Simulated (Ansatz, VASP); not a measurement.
# Al: VASP beside Ansatz

INCAR

```
SYSTEM = Al
PREC = Accurate
ENCUT = 520
EDIFF = 1E-6
ISMEAR = 1
SIGMA = 0.1
LREAL = .FALSE.
LASPH = .TRUE.
NELM = 60
ALGO = Normal
ISIF = 2
LWAVE = .FALSE.
LCHARG = .FALSE.
NBANDS = 14
```

KPOINTS

```
regular mesh
0
G
  9 9 3
  0 0 0
```

File POSCAR:

```
Al
1.0
    2.7545556534      0.0000000000      0.0000000000
   -1.3772778267      2.3855151742      0.0000000000
    0.0000000000      0.0000000000      8.9503501194
Al
4
Direct
    0.0000000000      0.0000000000      0.0000000000
    0.3333333333      0.6666666667      0.2500000000
    0.0000000000      0.0000000000      0.5000000000
    0.6666666667      0.3333333333      0.7500000000
```

Input for Ansatz:

```yaml
crystal:
  lattice:
    - [2.754555653440205, 0.0, 0.0]
    - [-1.3772778267201025, 2.3855151741849827, 0.0]
    - [0.0, 0.0, 8.950350119372073]
  atoms:
    - { symbol: Al, position: [0.0, 0.0, 0.0] }
    - { symbol: Al, position: [0.3333333333333333, 0.6666666666666666, 0.25] }
    - { symbol: Al, position: [0.0, 0.0, 0.5] }
    - { symbol: Al, position: [0.6666666666666666, 0.3333333333333333, 0.75] }
basis:
  ecutwfc: 500.0
kpoints:
  mp_grid:
    grid: [9, 9, 3]
hamiltonian:
  xc: lda
  pseudopotentials:
    kind: paw
scf:
  occupations:
    method: cold
    width: 0.1
output:
  stress: true
```

Alike in both runs: task single point; functional LDA; k mesh 9 × 9 × 3; no spin polarisation.

```csv
,VASP,Ansatz
version,VASP 6.6.1,Ansatz 0.2.0
potentials or method,"VASP PAW LDA potentials, release 64 (Al), cutoff 520 eV","plane waves, PAW"
occupations,"methfessel-paxton of order 1, width 0.1 eV","cold, width 0.1 eV"
valence electrons in the cell,12,12
```

```tsv
	VASP	Ansatz	Ansatz less VASP
pressure (GPa)	7.2	7.1	-0.13
traceless stress, the component that is largest in VASP (GPa)	2.51	2.83	+0.313
```

LDA's correlation is that of Perdew and Zunger in VASP and of Perdew and Wang (1992) in Ansatz.
